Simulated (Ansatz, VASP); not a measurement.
Sn3Te: VASP beside Ansatz

Contents of INCAR:

```
PREC = Accurate ; ENCUT = 520
EDIFF = 1E-6 ; ISMEAR = -1
SIGMA = 0.05 ; LREAL = False
LASPH = True ; NELM = 60
ALGO = Fast ; ISIF = 2
LWAVE = False ; LCHARG = False
GGA = CA ; NBANDS = 32
```

KPOINTS

```
regular mesh
0
Gamma
  8 8 8
```

Contents of POSCAR:

```
Sn3Te
1.0
   -2.3009040000      2.3009040000      5.5164940000
    2.3009040000     -2.3009040000      5.5164940000
    2.3009040000      2.3009040000     -5.5164940000
Te Sn
1 3
Direct
    0.0000000000      0.0000000000      0.0000000000
    0.5000000000      0.5000000000      0.0000000000
    0.2500000000      0.7500000000      0.5000000000
    0.7500000000      0.2500000000      0.5000000000
```

File input.yaml:

```yaml
crystal:
  lattice:
    - [-2.300904, 2.300904, 5.516494]
    - [2.300904, -2.300904, 5.516494]
    - [2.300904, 2.300904, -5.516494]
  atoms:
    - { symbol: Te, position: [0.0, 0.0, 0.0] }
    - { symbol: Sn, position: [0.5, 0.5, 0.0] }
    - { symbol: Sn, position: [0.25, 0.75, 0.5] }
    - { symbol: Sn, position: [0.75, 0.25, 0.5] }
kpoints:
  mp_grid: { grid: [8, 8, 8] }
  band_path:
    path:
      - [0.0, 0.0, 0.0]
      - [0.5, -0.5, 0.0]
      - [0.5, -0.5, 0.0869842658]
      - [0.2934921329, -0.2934921329, 0.2934921329]
      - [0.0, 0.0, 0.0]
      - [0.5, 0.5, -0.5]
      - [0.7065078671, 0.2934921329, -0.2934921329]
      - [0.5, 0.0, 0.0]
    npoints: 10
scf:
  occupations: { method: fermi_dirac, width: 0.05 }
hamiltonian:
  xc: lda
  pseudopotentials: { kind: all_electron, lapw: { basis_error: 0.002 } }
output:
  forces: true
  stress: true
  eigenvalues: true
```

Alike in both runs: functional LDA; k mesh 8 × 8 × 8; occupations fermi-dirac, width 0.05 eV; no spin polarisation.

```csv
,VASP,Ansatz
version,VASP 6.6.1,Ansatz 0.2.0
potentials or method,"VASP PAW LDA potentials, release 64 (Te, Sn_d), cutoff 520 eV","all-electron LAPW, scalar-relativistic"
task,single point,band structure
```

VASP gave:

| Property | Result |
| --- | --- |
| gap on the k mesh at the Fermi level (eV) | none |
| pressure (GPa) | -4.2 |
| traceless stress, the component that is largest in VASP (GPa) | 0.16 |

**Question.** Estimate Ansatz's values.

**Answer.** gap on the k mesh at the Fermi level (eV): none; pressure (GPa): -4.1; traceless stress, the component that is largest in VASP (GPa): 0.18.

LDA's correlation is that of Perdew and Zunger in VASP and of Perdew and Wang (1992) in Ansatz. A gap of «none» marks a metal or a gap that the smearing closes. Ansatz ran all-electron here, and VASP with PAW potentials.

Neither program's run includes spin-orbit coupling.
